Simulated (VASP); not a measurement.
A run of VASP 6.6.1 is set up as follows.

The input INCAR:

```
PREC = Accurate
ENCUT = 520
EDIFF = 1E-6
ISMEAR = -1
SIGMA = 0.1
LREAL = F
LASPH = T
NELM = 150
ALGO = Normal
ISIF = 2
LWAVE = F
LCHARG = F
ISPIN = 2
MAGMOM = 0.06 0.06
LORBIT = 11
LMAXMIX = 4
NBANDS = 21
ISYM = 0
```

The input KPOINTS:

```
regular mesh
0
Gamma
  12 7 10
```

File POSCAR:

```
Ni
1.0
    0.0000000000     -1.7724000000     -1.7724000000
   -3.5448000000     -1.7724000000     -1.7724000000
    0.0000000000      1.7724000000     -1.7724000000
Ni
2
Direct
    0.0000000000      0.0000000000      0.0000000000
    0.0000000000      0.5000000000      0.5000000000
```

Potentials or basis: VASP PAW LDA potentials, release 64 (Ni).

Launch:

```sh
$ cat potpaw_LDA.64/Ni/POTCAR > POTCAR
$ mpirun -np 1 vasp_std > vasp.out
```

**Question.** Estimate the pressure.

**Answer.** -20.9 GPa.

**Question.** What does it give for the band gap on the k mesh?

**Answer.** Zero (filled and empty bands overlap).

Stress tensor (GPa, compression positive):
```
-20.62  -0.03  -0.03
 -0.03 -20.99   0.01
 -0.03   0.01 -20.99
```

Caveat: the cell stands under tension.
